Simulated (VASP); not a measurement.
Crystal: HfIn4SiO6.

```
Hf In Si O
1.0
     2.71585   -4.70357    0.00833
     2.71585    4.70357    0.00833
    -1.87915    0.00000    7.40127
Hf In Si O
1 4 1 6
Direct
  0.78835 0.21165 0.00000
  0.62175 0.37825 0.50000
  0.45502 0.54498 0.00000
  0.28407 0.71593 0.50000
  0.95814 0.04186 0.50000
  0.12168 0.87832 0.00000
  0.06219 0.11415 0.86666
  0.88585 0.93781 0.13334
  0.79490 0.53784 0.86663
  0.46216 0.20510 0.13337
  0.15352 0.62879 0.13333
  0.37121 0.84648 0.86667
```

```yaml
Program: VASP 6.6.1
Task: relaxation of cell and atoms
Functional: PBEsol
Potentials_or_basis: VASP PAW PBE potentials, release 64 (Hf_pv, In_d, Si, O)
Cutoff: 600 eV
k_mesh: 4 × 4 × 2
Occupations: fermi-dirac, width 0.05 eV
Spin: no spin polarisation
```

At the start: pressure -5.2 GPa; volume 15.77 Å³/atom.

Question: How do energy, volume and symmetry change on relaxing?

Answer: Over 11 steps the energy falls by 13.2 meV/atom and the volume is 14.92 Å³/atom (-5.4 %); space group C2 (No. 5, to 0.1 Å) before and after.

The path:
```csv
step,energy change (eV),largest force (eV/Å),pressure (GPa),volume (Å³)
1,0.0000,0.2814,-5.20,189.24
2,0.0054,0.8512,5.66,175.56
3,-0.1252,0.2818,-0.25,182.26
4,-0.1435,0.1422,-0.19,181.12
5,-0.1519,0.1177,-0.07,179.64
6,-0.1578,0.0362,0.11,178.93
7,-0.1580,0.0225,0.14,178.76
8,-0.1580,0.0221,0.15,178.75
9,-0.1582,0.0235,-0.14,179.18
10,-0.1582,0.0227,-0.06,179.04
11,-0.1583,0.0164,0.01,179.06
```

Final structure:
```
Hf In Si O
1.0
     2.68062   -4.63874    0.01289
     2.68062    4.63874    0.01289
    -1.84164    0.00000    7.19113
Hf In Si O
1 4 1 6
Direct
  0.78836 0.21164 0.00000
  0.62114 0.37886 0.50000
  0.45505 0.54495 0.00000
  0.28472 0.71528 0.50000
  0.95814 0.04186 0.50000
  0.12162 0.87838 0.00000
  0.05980 0.11284 0.86340
  0.88716 0.94020 0.13660
  0.79498 0.53637 0.86316
  0.46363 0.20502 0.13684
  0.15229 0.62805 0.13650
  0.37195 0.84771 0.86350
```

Caveat: the k points lie up to 0.44 Å⁻¹ apart in the final cell, too coarse for converged energies and pressures of a metal; the PAW data sets were made with another functional, which shifts forces and pressure a little.
